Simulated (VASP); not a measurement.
# Ni3Pt (Pm-3m) in VASP: notebook

Runs on Ni3Pt. Level: LDA. Tasks: single point.

Everything below comes from runs of VASP 6.6.1. Logs are shortened: lines on timing, memory, paths and dates and some standing lists are left out, and cuts for length are marked.

## 1. The cell of the first run

Symmetry: Pm-3m, No. 221, cubic system. The conventional cell has a = 3.551 Å, b = 3.551 Å, c = 3.551 Å, α = 90.00°, β = 90.00°, γ = 90.00°. Within 3.3 Å of Ni (site symmetry 4/mmm) lie 8 Ni at 2.51 Å and 4 Pt at 2.51 Å. Pt (site symmetry m-3m) has 12 Ni at 2.51 Å within 3.3 Å.

## 2. Single point, LDA, collinear spin, ferromagnetic start (11.19 Å³/atom)

File INCAR:

```
SYSTEM = Ni3Pt
PREC = Accurate
ENCUT = 520
EDIFF = 1E-6
ISMEAR = -1
SIGMA = 0.05
LREAL = .False.
LASPH = .True.
NELM = 150
ALGO = Normal
ISIF = 2
LWAVE = .False.
LCHARG = .False.
ISPIN = 2
MAGMOM = 1.5 1.5 1.5 0.6
LORBIT = 11
LMAXMIX = 4
NBANDS = 32
```

File KPOINTS:

```
Automatic mesh
0
Gamma
  9 9 9
  0 0 0
```

File POSCAR:

```
Ni3Pt
1.0
    3.5505752776      0.0000000000      0.0000000000
    0.0000000000      3.5505752776      0.0000000000
    0.0000000000      0.0000000000      3.5505752776
Ni Pt
3 1
Direct
    0.5000000000      0.0000000000      0.5000000000
    0.0000000000      0.5000000000      0.5000000000
    0.5000000000      0.5000000000      0.0000000000
    0.0000000000      0.0000000000      0.0000000000
```

Potentials or basis: VASP PAW LDA potentials, release 64 (Ni, Pt).

On the command line:

```sh
cat potpaw_LDA.64/Ni/POTCAR potpaw_LDA.64/Pt/POTCAR > POTCAR
mpirun -np 1 vasp_std > vasp.out
```

OUTCAR:

```text
SYSTEM = Ni3Pt
   PREC = Accurate
   ENCUT = 520
   EDIFF = 1E-6
   ISMEAR = -1
   LREAL = .False.
   LASPH = .True.
   NELM = 150
   ISIF = 2
   ISPIN = 2
   LORBIT = 11

 ion  position               nearest neighbor table
   1  0.500  0.000  0.500-   2 2.51   3 2.51   4 2.51   3 2.51   4 2.51   2 2.51   3 2.51   3 2.51
                             2 2.51   4 2.51   4 2.51   2 2.51
   2  0.000  0.500  0.500-   1 2.51   3 2.51   4 2.51   3 2.51   4 2.51   1 2.51   4 2.51   4 2.51
                             1 2.51   3 2.51   3 2.51   1 2.51
   3  0.500  0.500  0.000-   1 2.51   2 2.51   4 2.51   1 2.51   2 2.51   1 2.51   4 2.51   1 2.51
                             2 2.51   4 2.51   2 2.51   4 2.51
   4  0.000  0.000  0.000-   1 2.51   2 2.51   3 2.51   1 2.51   2 2.51   2 2.51   3 2.51   2 2.51
                             1 2.51   3 2.51   1 2.51   3 2.51

  LATTYP: Found a simple cubic cell.
 ALAT       =     3.5505752776

  Lattice vectors:

 A1 = (   3.5505752776,   0.0000000000,   0.0000000000)
 A2 = (   0.0000000000,   3.5505752776,   0.0000000000)
 A3 = (   0.0000000000,   0.0000000000,   3.5505752776)

Analysis of symmetry for initial positions (statically):
=====================================================================
 Subroutine PRICEL returns:
 Original cell was already a primitive cell.

 Routine SETGRP: Setting up the symmetry group for a
 simple cubic supercell.

 Subroutine GETGRP returns: Found 48 space group operations
 (whereof 48 operations were pure point group operations)
 out of a pool of 48 trial point group operations.

The static configuration has the point symmetry O_h .

Analysis of symmetry for dynamics (positions and initial velocities):
=====================================================================
 Subroutine PRICEL returns:
 Original cell was already a primitive cell.

 Routine SETGRP: Setting up the symmetry group for a
 simple cubic supercell.

 Subroutine GETGRP returns: Found 48 space group operations
 (whereof 48 operations were pure point group operations)
 out of a pool of 48 trial point group operations.

The dynamic configuration has the point symmetry O_h .

Analysis of structural, dynamic, and magnetic symmetry:
=====================================================================
 Subroutine PRICEL returns:
 Original cell was already a primitive cell.

 Routine SETGRP: Setting up the symmetry group for a
 simple cubic supercell.

 Subroutine GETGRP returns: Found 48 space group operations
 (whereof 48 operations were pure point group operations)
 out of a pool of 48 trial point group operations.

The overall configuration has the point symmetry O_h .

 Subroutine INISYM returns: Found 48 space group operations
 (whereof 48 operations are pure point group operations),
 and found     1 'primitive' translations

----------------------------------------------------------------------------------------

                                     Primitive cell

  volume of cell :      44.7606

  direct lattice vectors                    reciprocal lattice vectors
     3.550575278  0.000000000  0.000000000     0.281644500  0.000000000  0.000000000
     0.000000000  3.550575278  0.000000000     0.000000000  0.281644500  0.000000000
     0.000000000  0.000000000  3.550575278     0.000000000  0.000000000  0.281644500

  length of vectors
     3.550575278  3.550575278  3.550575278     0.281644500  0.281644500  0.281644500

  position of ions in fractional coordinates (direct lattice)
     0.500000000  0.000000000  0.500000000
     0.000000000  0.500000000  0.500000000
     0.500000000  0.500000000  0.000000000
     0.000000000  0.000000000  0.000000000

  ion indices of the primitive-cell ions
   primitive index   ion index
                 1           1
                 2           2
                 3           3
                 4           4

----------------------------------------------------------------------------------------

 KPOINTS: Automatic mesh

Automatic generation of k-mesh.
 Grid dimensions read from file:
 generate k-points for:    9    9    9

 Generating k-lattice:

  Cartesian coordinates                     Fractional coordinates (reciprocal lattice)
     0.031293833  0.000000000  0.000000000     0.111111111  0.000000000  0.000000000
     0.000000000  0.031293833  0.000000000     0.000000000  0.111111111  0.000000000
     0.000000000  0.000000000  0.031293833     0.000000000  0.000000000  0.111111111

  Length of vectors
     0.031293833  0.031293833  0.031293833

  Shift w.r.t. Gamma in fractional coordinates (k-lattice)
     0.000000000  0.000000000  0.000000000

 Subroutine IBZKPT returns following result:
 ===========================================

 Found     35 irreducible k-points:

 Following reciprocal coordinates:
            Coordinates               Weight
  0.000000  0.000000  0.000000      1.000000
  0.111111  0.000000  0.000000      6.000000
  0.222222  0.000000  0.000000      6.000000
  0.333333  0.000000  0.000000      6.000000
  0.444444  0.000000  0.000000      6.000000
  0.111111  0.111111  0.000000     12.000000
[... 16 lines left out ...]
  0.333333  0.333333  0.111111     24.000000
  0.444444  0.333333  0.111111     48.000000
 [... further k-points ...]
   k-points           NKPTS =     35   k-points in BZ     NKDIM =     35   number of bands    NBANDS=     32
   number of dos      NEDOS =    301   number of ions     NIONS =      4
   total plane-waves  NPLWV =  21952
   dimension x,y,z NGX =    28 NGY =   28 NGZ =   28
   dimension x,y,z NGXF=    56 NGYF=   56 NGZF=   56
   ions per type =               3   1
   NGX,Y,Z   is equivalent  to a cutoff of  13.11, 13.11, 13.11 a.u.
   NGXF,Y,Z  is equivalent  to a cutoff of  26.22, 26.22, 26.22 a.u.
 SYSTEM =  Ni3Pt
   PREC   = accura    normal or accurate (medium, high low for compatibility)
   ISTART =      0    job   : 0-new  1-cont  2-samecut
   ICHARG =      2    charge: 1-file 2-atom 10-const
   ISPIN  =      2    spin polarized calculation?
   LNONCOLLINEAR =      F non collinear calculations
   LSORBIT =      F    spin-orbit coupling
   LASPH  =      T    aspherical Exc in radial PAW
   ENCUT  =  520.0 eV  38.22 Ry    6.18 a.u.   6.60  6.60  6.60*2*pi/ulx,y,z
   NELM   =    150;   NELMIN=  2; NELMDL= -5     # of ELM steps
   EDIFF  = 0.1E-05   stopping-criterion for ELM
   LREAL  =      F    real-space projection
   EDIFFG = 0.1E-04   stopping-criterion for IOM
   NSW    =      0    number of steps for IOM
   IBRION =     -1    ionic relax: 0-MD 1-quasi-New 2-CG
   NFREE  =      0    steps in history (QN), initial steepest desc. (CG)
   ISIF   =      2    stress and relaxation
   ISYM   =      2    0-nonsym 1-usesym 2-fastsym
   POTIM  = 0.5000    time-step for ionic-motion
   TEBEG  =    0.0;   TEEND  =   0.0 temperature during run
   PSTRESS=    0.0 pullay stress
   NELECT =      40.0000    total number of electrons
   NUPDOWN=      -1.0000    fix difference up-down
   EMIN   =  10.00;   EMAX   =-10.00  energy-range for DOS
   EFERMI =   0.00;   METHOD = LEGACY
   ISMEAR =    -1;   SIGMA  =   0.05  broadening in eV -4-tet -1-fermi 0-gaus
   EFERMI_NEDOS =   21; number of points for ismear=-14 and -15
   IALGO  =     38    algorithm
   IMIX   =      4    mixing-type and parameters
     AMIX     =   0.40;   BMIX     =  1.00
     AMIX_MAG =   1.60;   BMIX_MAG =  1.00
  volume/ion in A,a.u.               =      11.19        75.51
  Fermi-wavevector in a.u.,A,eV,Ry     =   1.576871  2.979854 33.831178  2.486521
  Thomas-Fermi vector in A             =   2.677639
   LORBIT       =     11    0 simple, 1 ext, 2 COOP (PROOUT), +10 PAW based schemes
   GGA     = CA    functional components
   LHFCALC =     F    Hartree Fock is set to
   AEXX    =    0.0000 exact exchange contribution
   IVDW    =     0    specifies the selected vdW correction
   LEPSILON=     F    determine dielectric tensor
   LRPA    =     F    only Hartree local field effects (RPA)
 spin polarized calculation
  energy-cutoff  :      520.00
  volume of cell :       44.76
 maximum number of plane-waves:      1223
 NGX is ok and might be reduce to    28
   NGX = 13   NGY = 13   NGZ = 13

 number of electron      39.9999997 magnetization       1.9608795

 Free energy of the ion-electron system (eV)
  ---------------------------------------------------
  ext. energy  EPLUGINS =         0.00000000
  ---------------------------------------------------
  free energy    TOTEN  =       -27.50103075 eV

  energy without entropy =      -27.44400909  energy(sigma->0) =      -27.47251992

 E-fermi :  10.7283     XC(G=0): -14.0081

 val. band max:       10.7278264337   @ k =   0.4444   0.3333   0.3333
 cond. band min:      10.7285948014   @ k =   0.2222   0.0000   0.0000
 fundamental gap:      0.0007683677
 Fermi energy:        10.7282864025

 spin component 1

 k-point     1 :       0.0000    0.0000    0.0000
  band No.  band energies     occupation
      1       0.7802      1.00000
      2       4.2391      1.00000
      3       4.2391      1.00000
      4       5.2823      1.00000
      5       5.2823      1.00000
      6       5.2823      1.00000
[... 829 lines left out ...]
     31      27.0926      0.00000
     32      27.9477      0.00000

 [... further k-points ...]

 spin component 2

 k-point     1 :       0.0000    0.0000    0.0000
  band No.  band energies     occupation
      1       0.8338      1.00000
      2       4.4181      1.00000
      3       4.4181      1.00000
      4       5.5758      1.00000
      5       5.5758      1.00000
      6       5.5758      1.00000
[... 829 lines left out ...]
     31      27.2218      0.00000
     32      28.0742      0.00000

 [... further k-points ...]

------------------------ aborting loop because EDIFF is reached ----------------------------------------

  FORCE on cell =-STRESS in cart. coord.  units (eV):
  Direction    XX          YY          ZZ          XY          YZ          ZX
  --------------------------------------------------------------------------------------
  -------------------------------------------------------------------------------------
  Total        0.8667349      0.8667349      0.8667349      0.0000000      0.0000000     -0.0000000
  in kB       31.0242068     31.0242068     31.0242068      0.0000000      0.0000000     -0.0000000
  external PRESSURE =      31.0242068 kB  Pullay stress =       0.0000000 kB

 VOLUME and BASIS-vectors are now :
 -----------------------------------------------------------------------------
  energy-cutoff  :      520.00
  volume of cell :       44.76
      direct lattice vectors                 reciprocal lattice vectors
     3.550575278  0.000000000  0.000000000     0.281644500  0.000000000  0.000000000
     0.000000000  3.550575278  0.000000000     0.000000000  0.281644500  0.000000000
     0.000000000  0.000000000  3.550575278     0.000000000  0.000000000  0.281644500

 POSITION                                       TOTAL-FORCE (eV/Angst)
 -----------------------------------------------------------------------------------
      1.77529      0.00000      1.77529         0.000000      0.000000      0.000000
      0.00000      1.77529      1.77529         0.000000      0.000000      0.000000
      1.77529      1.77529      0.00000         0.000000      0.000000      0.000000
      0.00000      0.00000      0.00000         0.000000      0.000000      0.000000
 -----------------------------------------------------------------------------------
    total drift:                                0.000000      0.000000      0.000000

  FREE ENERGIE OF THE ION-ELECTRON SYSTEM (eV)
  ---------------------------------------------------
  free  energy   TOTEN  =       -27.5010307506 eV

  energy  without entropy=      -27.4440090880  energy(sigma->0) =      -27.47251992

 total charge

# of ion       s       p       d       tot
------------------------------------------
    1        0.500   0.550   8.373   9.423
    2        0.500   0.550   8.373   9.423
    3        0.500   0.550   8.373   9.423
    4        0.780   0.743   8.102   9.624
--------------------------------------------------
tot          2.279   2.392  33.222  37.893

 magnetization (x)

# of ion       s       p       d       tot
------------------------------------------
    1       -0.002  -0.009   0.572   0.561
    2       -0.002  -0.009   0.572   0.561
    3       -0.002  -0.009   0.572   0.561
    4       -0.003  -0.018   0.294   0.273
--------------------------------------------------
tot         -0.009  -0.046   2.011   1.956
```

Run time: 72 s. Hardware: 1 thread of Intel Xeon Platinum 8488C (Sapphire Rapids), shared host; peak memory 0.2 GiB.

Results:

| Property | Result |
| --- | --- |
| Free energy | -27.5010 eV |
| Pressure | 3.1 GPa |
| Band gap on the k mesh | zero (filled and empty bands overlap) |
| Net moment | 1.96 μB per cell |
| Site moments | Ni +0.56; Pt +0.27 μB |
| Valence electrons inside the program's atomic spheres | Ni 9.42; Pt 9.62 |

Caveat: the cell stands under pressure; spin-orbit coupling is left out, which moves the levels of the heavy elements.

## 3. Single point, LDA, collinear spin, ferromagnetic start (11.19 Å³/atom)

File INCAR:

```
PREC = Accurate
ENCUT = 520
EDIFF = 1E-6
ISMEAR = -1
SIGMA = 0.05
LREAL = False
LASPH = True
NELM = 150
ALGO = Normal
ISIF = 2
LWAVE = False
LCHARG = True
ISPIN = 2
MAGMOM = 1.5 1.5 1.5 0.6
LORBIT = 11
LMAXMIX = 4
LELF = True
LVHAR = True
NBANDS = 32
```

File KPOINTS:

```
Automatic mesh
0
Gamma
  9 9 9
```

POSCAR is that of step 2.

Potentials or basis: VASP PAW LDA potentials, release 64 (Ni, Pt).

On the command line:

```sh
cat potpaw_LDA.64/Ni/POTCAR potpaw_LDA.64/Pt/POTCAR > POTCAR
mpirun -np 1 vasp_std > vasp.out
```

Wall time 83 s (1 thread of Intel Xeon Platinum 8488C (Sapphire Rapids), shared host); peak memory 0.2 GiB.

It converged, with:

```yaml
Free_energy: -27.5010 eV
Pressure: 3.1 GPa
Band_gap_on_the_k_mesh: zero (filled and empty bands overlap)
Net_moment: 1.96 μB per cell
Site_moments: Ni +0.56; Pt +0.27 μB
Valence_electrons_inside_the_program's_atomic_spheres: Ni 9.42; Pt 9.62
```

Levels at points of the mesh, in eV from the Fermi level:
Spin up:
| k point | band 17 | band 18 | band 19 | band 20 | band 21 | band 22 | band 23 | band 24 | band 25 | band 26 |
| --- | --- | --- | --- | --- | --- | --- | --- | --- | --- | --- |
| (0.00, 0.00, 0.00) | -0.14 | -0.14 | 0.29 | 0.29 | 0.29 | 2.25 | 2.25 | 2.25 | 8.90 | 11.09 |
Spin down:
```
           k point  band 16  band 17  band 18  band 19  band 20  band 21  band 22  band 23
(0.00, 0.00, 0.00)     0.20     0.32     0.32     0.77     0.77     0.77     2.31     2.31
```

Caveat: the cell stands under pressure; spin-orbit coupling is left out, which moves the levels of the heavy elements.
